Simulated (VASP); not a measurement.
# HgSe (F-43m) in VASP: elastic constants with LDA

Aim: the elastic constants of HgSe with LDA.

All numbers are computed with VASP 6.6.1; they aren't measurements. Logs are shortened: lines on timing, memory, paths and dates and some standing lists are left out, and cuts for length are marked.

## (1) The cell of the first run

The structure is cubic, space group F-43m (No. 216). The conventional cell has a = 5.944 Å, b = 5.944 Å, c = 5.944 Å, α = 90.00°, β = 90.00°, γ = 90.00°. Hg (site symmetry -43m) has 4 Se at 2.57 Å within 3.4 Å. Within 3.4 Å of Se (site symmetry -43m) lie 4 Hg at 2.57 Å.

## (2) Elastic constants, LDA

File INCAR:

```
SYSTEM = HgSe
PREC = Accurate
ENCUT = 500
EDIFF = 1E-8
ISMEAR = -1
SIGMA = 0.1
LREAL = .False.
LASPH = .True.
NELM = 120
ALGO = Normal
ISIF = 3
LWAVE = .False.
LCHARG = .False.
GGA = CA
IBRION = 6
NFREE = 2
POTIM = 0.015
NSW = 1
GGA_COMPAT = .False.
```

File KPOINTS:

```
Automatic mesh
0
Gamma
  14 14 14
  0 0 0
```

File POSCAR:

```
HgSe
1.0
    0.0000000000      2.9722389920      2.9722389920
    2.9722389920      0.0000000000      2.9722389920
    2.9722389920      2.9722389920      0.0000000000
Hg Se
1 1
Direct
    0.0000000000      0.0000000000      0.0000000000
    0.7500000000      0.7500000000      0.7500000000
```

Potentials or basis: VASP PAW LDA potentials, release 64 (Hg, Se).

Run with:

```
> cat potpaw_LDA.64/Hg/POTCAR potpaw_LDA.64/Se/POTCAR > POTCAR
> mpirun -np 1 vasp_std > vasp.out
```

OUTCAR:

```text
SYSTEM = HgSe
   PREC = Accurate
   ENCUT = 500
   EDIFF = 1E-8
   ISMEAR = -1
   LREAL = .False.
   LASPH = .True.
   NELM = 120
   ISIF = 3
   GGA = CA
   IBRION = 6
   NFREE = 2
   POTIM = 0.015
   NSW = 1

 ion  position               nearest neighbor table
   1  0.000  0.000  0.000-   2 2.57   2 2.57   2 2.57   2 2.57
   2  0.750  0.750  0.750-   1 2.57   1 2.57   1 2.57   1 2.57

  LATTYP: Found a face centered cubic cell.
 ALAT       =     5.9444779840

  Lattice vectors:

 A1 = (   0.0000000000,   2.9722389920,   2.9722389920)
 A2 = (   2.9722389920,   0.0000000000,   2.9722389920)
 A3 = (   2.9722389920,   2.9722389920,   0.0000000000)

Analysis of symmetry for initial positions (statically):
=====================================================================
 Subroutine PRICEL returns:
 Original cell was already a primitive cell.

 Routine SETGRP: Setting up the symmetry group for a
 face centered cubic supercell.

 Subroutine GETGRP returns: Found 24 space group operations
 (whereof 24 operations were pure point group operations)
 out of a pool of 48 trial point group operations.

The static configuration has the point symmetry T_d .

Analysis of symmetry for dynamics (positions and initial velocities):
=====================================================================
 Subroutine PRICEL returns:
 Original cell was already a primitive cell.

 Routine SETGRP: Setting up the symmetry group for a
 face centered cubic supercell.

 Subroutine GETGRP returns: Found 24 space group operations
 (whereof 24 operations were pure point group operations)
 out of a pool of 48 trial point group operations.

The dynamic configuration has the point symmetry T_d .

 Subroutine INISYM returns: Found 24 space group operations
 (whereof 24 operations are pure point group operations),
 and found     1 'primitive' translations

----------------------------------------------------------------------------------------

                                     Primitive cell

  volume of cell :      52.5147

  direct lattice vectors                    reciprocal lattice vectors
     0.000000000  2.972238992  2.972238992    -0.168223350  0.168223350  0.168223350
     2.972238992  0.000000000  2.972238992     0.168223350 -0.168223350  0.168223350
     2.972238992  2.972238992  0.000000000     0.168223350  0.168223350 -0.168223350

  length of vectors
     4.203380693  4.203380693  4.203380693     0.291371389  0.291371389  0.291371389

  position of ions in fractional coordinates (direct lattice)
     0.000000000  0.000000000  0.000000000
     0.750000000  0.750000000  0.750000000

  ion indices of the primitive-cell ions
   primitive index   ion index
                 1           1
                 2           2

----------------------------------------------------------------------------------------

 KPOINTS: Automatic mesh

Automatic generation of k-mesh.
 Grid dimensions read from file:
 generate k-points for:   14   14   14

 Generating k-lattice:

  Cartesian coordinates                     Fractional coordinates (reciprocal lattice)
    -0.012015954  0.012015954  0.012015954     0.071428571  0.000000000  0.000000000
     0.012015954 -0.012015954  0.012015954     0.000000000  0.071428571  0.000000000
     0.012015954  0.012015954 -0.012015954     0.000000000  0.000000000  0.071428571

  Length of vectors
     0.020812242  0.020812242  0.020812242
[... 109 lines left out ...]
  -------------------------------------------------------------------------------------
  Total        1.5213654      1.5213654      1.5213654     -0.0000000      0.0000000      0.0000000
  in kB       46.4154887     46.4154887     46.4154887     -0.0000000      0.0000000      0.0000000
  external PRESSURE =      46.4154887 kB  Pullay stress =       0.0000000 kB
[... 89 lines left out ...]
  FREE ENERGIE OF THE ION-ELECTRON SYSTEM (eV)
  ---------------------------------------------------
  free  energy   TOTEN  =        -5.4178145361 eV

  energy  without entropy=       -5.4161293839  energy(sigma->0) =       -5.41697196

[... ionic steps 4 to 14 ...]

--------------------------------------- Ionic step       15  -------------------------------------------

 number of electron      18.0000001 magnetization

------------------------ aborting loop because EDIFF is reached ----------------------------------------
[... 67 lines left out ...]
--------------------------------------- Ionic step       17  -------------------------------------------

 number of electron      18.0000000 magnetization

 Free energy of the ion-electron system (eV)
  ---------------------------------------------------
  ext. energy  EPLUGINS =         0.00000000
  ---------------------------------------------------
  free energy    TOTEN  =        -5.44338730 eV

  energy without entropy =       -5.44163402  energy(sigma->0) =       -5.44251066

 E-fermi :   2.5179     XC(G=0):  -9.7528

 val. band max:        2.3342600355   @ k =   0.0000   0.0000   0.0000
 cond. band min:       2.6072562233   @ k =   0.0714   0.0000   0.0000
 fundamental gap:      0.2729961878
 Fermi energy:         2.5178854157

 k-point     1 :       0.0000    0.0000    0.0000
  band No.  band energies     occupation
      1     -11.7008      2.00000
      2      -5.3445      2.00000
      3      -5.3250      2.00000
      4      -5.3051      2.00000
      5      -4.4536      2.00000
      6      -4.4533      2.00000
      7       1.3078      1.99999
      8       2.3328      1.72850
      9       2.3331      1.72782
     10       2.3343      1.72501
     11       7.6170      0.00000
     12       7.6245      0.00000
     13       7.6334      0.00000
[... 354 lines left out ...]
  band No.  band energies     occupation
      1     -11.3760      2.00000
      2      -5.2779      2.00000
      3      -5.1386      2.00000
      4      -5.1031      2.00000
      5      -4.4979      2.00000
      6      -4.4025      2.00000
      7      -1.1073      2.00000
      8       1.1482      2.00000
      9       1.2061      2.00000
     10       4.2259      0.00000
     11       6.4724      0.00000
     12       8.5831      0.00000
     13       8.9628      0.00000

 [... further k-points ...]

------------------------ aborting loop because EDIFF is reached ----------------------------------------

  FORCE on cell =-STRESS in cart. coord.  units (eV):
  Direction    XX          YY          ZZ          XY          YZ          ZX
  --------------------------------------------------------------------------------------
  -------------------------------------------------------------------------------------
  Total        1.5269898      1.5299414      1.5299414      0.0000000     -0.1296485      0.0000000
  in kB       46.5870842     46.6771347     46.6771347      0.0000000     -3.9554583      0.0000000
  external PRESSURE =      46.6471178 kB  Pullay stress =       0.0000000 kB
[... 17 lines left out ...]
  FREE ENERGIE OF THE ION-ELECTRON SYSTEM (eV)
  ---------------------------------------------------
  free  energy   TOTEN  =        -5.4433873033 eV

  energy  without entropy=       -5.4416340240  energy(sigma->0) =       -5.44251066

 INTERNAL STRAIN TENSORS FROM STRAINED CELLS
 ============================================

 INTERNAL STRAIN TENSOR FOR ION    1 for displacements in x,y,z  (eV/Angst):
          X           Y           Z          XY          YZ          ZX
  --------------------------------------------------------------------------------
  x    -0.00000    -0.00000     0.00000    -0.00000    -8.67875     0.00000
  y    -0.00000    -0.00000    -0.00000    -0.00000    -0.00000    -8.67913
  z    -0.00000    -0.00000     0.00000    -8.67870    -0.00000     0.00000

 INTERNAL STRAIN TENSORS FROM DISPLACED ATOMS
 ============================================

 INTERNAL STRAIN TENSOR FOR ION    1 for displacements in x,y,z  (eV/Angst):
          X           Y           Z          XY          YZ          ZX
  --------------------------------------------------------------------------------
  x    -0.00000     0.00000     0.00000     0.00000    -8.66458     0.00000
  y    -0.00000     0.00000    -0.00000     0.00000     0.00000    -8.66458
  z     0.00000     0.00000    -0.00000    -8.66458     0.00000     0.00000

 INTERNAL STRAIN TENSOR FOR ION    2 for displacements in x,y,z  (eV/Angst):
          X           Y           Z          XY          YZ          ZX
  --------------------------------------------------------------------------------
  x     0.00000    -0.00000    -0.00000     0.00000     8.65513     0.00000
  y    -0.00000    -0.00000    -0.00000     0.00000     0.00000     8.65513
  z    -0.00000    -0.00000     0.00000     8.65513     0.00000     0.00000

 Eigenvectors and eigenvalues of the dynamical matrix
 ----------------------------------------------------

   1 f  =    4.682991 THz    29.424100 2PiTHz  156.207764 cm-1    19.367286 meV
             X         Y         Z           dx          dy          dz
      0.000000  0.000000  0.000000    -0.531185    0.000000    0.000000
      4.458358  4.458358  4.458358     0.847256    0.000000    0.000000
[... 21 lines left out ...]
   6 f/i=    0.001543 THz     0.009696 2PiTHz    0.051476 cm-1     0.006382 meV
             X         Y         Z           dx          dy          dz
      0.000000  0.000000  0.000000    -0.847256    0.000000    0.000000
      4.458358  4.458358  4.458358    -0.531185    0.000000    0.000000

--------------------------------------------------------------------------------------------------------

 ELASTIC MODULI CONTR FROM IONIC RELAXATION (kBar)
 Direction    XX          YY          ZZ          XY          YZ          ZX
 --------------------------------------------------------------------------------
 XX          -0.0000      0.0000      0.0000      0.0000     -0.0000     -0.0000
 YY           0.0000     -0.0000     -0.0000      0.0000      0.0000      0.0000
 ZZ           0.0000     -0.0000     -0.0000     -0.0000      0.0000     -0.0000
 XY           0.0000      0.0000     -0.0000   -450.1804     -0.0000      0.0000
 YZ          -0.0000      0.0000      0.0000     -0.0000   -450.1804     -0.0000
 ZX          -0.0000      0.0000     -0.0000      0.0000     -0.0000   -450.1804
 --------------------------------------------------------------------------------

 TOTAL ELASTIC MODULI (kBar)
 Direction    XX          YY          ZZ          XY          YZ          ZX
 --------------------------------------------------------------------------------
 XX         819.3649    718.3609    718.3609      0.0000     -0.0000     -0.0000
 YY         718.3609    819.3649    718.3609      0.0000      0.0000      0.0000
 ZZ         718.3609    718.3609    819.3649     -0.0000      0.0000     -0.0000
 XY           0.0000      0.0000     -0.0000    181.3573     -0.0000      0.0000
 YZ          -0.0000      0.0000      0.0000     -0.0000    181.3573     -0.0000
 ZX          -0.0000      0.0000     -0.0000      0.0000     -0.0000    181.3573
 --------------------------------------------------------------------------------
```

Run time: 50 min. Hardware: 1 thread of Intel Xeon Platinum 8375C at 2.90GHz (Ice Lake), shared host; peak memory 0.88 GiB.

What came out:

* Elastic constants C11, C12, C44: 82, 72, 18 GPa
* Voigt bulk modulus: 75 GPa
* Highest phonon frequency at Γ, LO-TO splitting left out: 156 cm⁻¹

Phonon frequencies in cm⁻¹ (negative: imaginary):
| q point | frequencies |
| --- | --- |
| (0.000, 0.000, 0.000) | 0 0 0 156 156 156 |

Elastic tensor in Voigt notation (GPa, in the Cartesian axes of the cell as first typed):
```
82 72 72  0  0  0
72 82 72  0  0  0
72 72 82  0  0  0
 0  0  0 18  0  0
 0  0  0  0 18  0
 0  0  0  0  0 18
```

Clamped-ion elastic tensor (GPa):
```
82 72 72  0  0  0
72 82 72  0  0  0
72 72 82  0  0  0
 0  0  0 63  0  0
 0  0  0  0 63  0
 0  0  0  0  0 63
```

Caveat: the cell is under stress, which shifts elastic constants; spin-orbit coupling is left out, which moves the levels of the heavy elements.
